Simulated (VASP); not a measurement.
Set up this calculation in VASP 6.6.1, as the native input.

```yaml
Task: single point
Functional: PBE
Dispersion: D3(BJ)
Potentials_or_basis: VASP PAW PBE potentials, release 64 (Si)
Cutoff: 520 eV
k_mesh: 2 × 2 × 2
Occupations: gaussian, width 0.02 eV
Spin: no spin polarisation
Dipole_correction: no
Further_INCAR_settings: LREAL = Auto; ALGO = Normal; EDIFF = 1e-06; NBANDS = 48
```

The structure of Si (a cell with a defect) lies in POSCAR:

```
Si
1.0
    0.0000000000      5.4300000000      5.4300000000
    5.4300000000      0.0000000000      5.4300000000
    5.4300000000      5.4300000000      0.0000000000
Si
17
Direct
    0.0001622825     -0.0003550014     -0.0007198716
    0.1226487284      0.1225247786      0.1224501332
   -0.0030433738     -0.0030208888      0.5026461014
    0.1230781411      0.1230186211      0.6307006709
   -0.0030906327      0.5027678056     -0.0030476221
    0.1229646113      0.6310753735      0.1228522397
   -0.0029619141      0.5030542136      0.5028867206
    0.1261604360      0.6245750077      0.6245204424
    0.5029705923     -0.0031606933     -0.0031397420
    0.6316049274      0.1227276416      0.1226744915
    0.5031771199     -0.0029530081      0.5027671861
    0.6245921037      0.1262576644      0.6244339241
    0.5031047874      0.5028626936     -0.0029549366
    0.6245440740      0.6244400352      0.1263282484
    0.4999764242      0.5000433438      0.5000925129
    0.6247013041      0.6246551395      0.6246185775
    0.2501365885      0.2496473734      0.2493138235
```

The input as run:

INCAR

```
SYSTEM = Si
  PREC = Accurate
  ENCUT = 520
  EDIFF = 1E-6
  ISMEAR = 0
  SIGMA = 0.02
  LREAL = Auto
  LASPH = .True.
  NELM = 100
  ALGO = Normal
  ISIF = 2
  LWAVE = .False.
  LCHARG = .True.
  GGA = PE
  IVDW = 12
  LELF = .True.
  LVHAR = .True.
  NBANDS = 48
```

KPOINTS

```
regular mesh
0
Gamma
  2 2 2
  0 0 0
```

Potentials or basis: VASP PAW PBE potentials, release 64 (Si).

The run is started by

```console
$ cat potpaw_PBE.64/Si/POTCAR > POTCAR
$ mpirun -np 1 vasp_std > vasp.out
```

Results of the run:

The pressure is 2.4 GPa, the largest force is 0.017 eV/Å and the band gap on the k mesh is zero (band 34 reaches 6.93 eV, above the bottom of band 35 at 6.67 eV). The dispersion energy per atom is -0.332 eV.

Caveat: the k points lie up to 0.50 Å⁻¹ apart.

It took 110 s on 1 thread of Intel(R) Xeon(R) 6975P-C (Granite Rapids), on a shared host, peak memory 0.46 GiB.
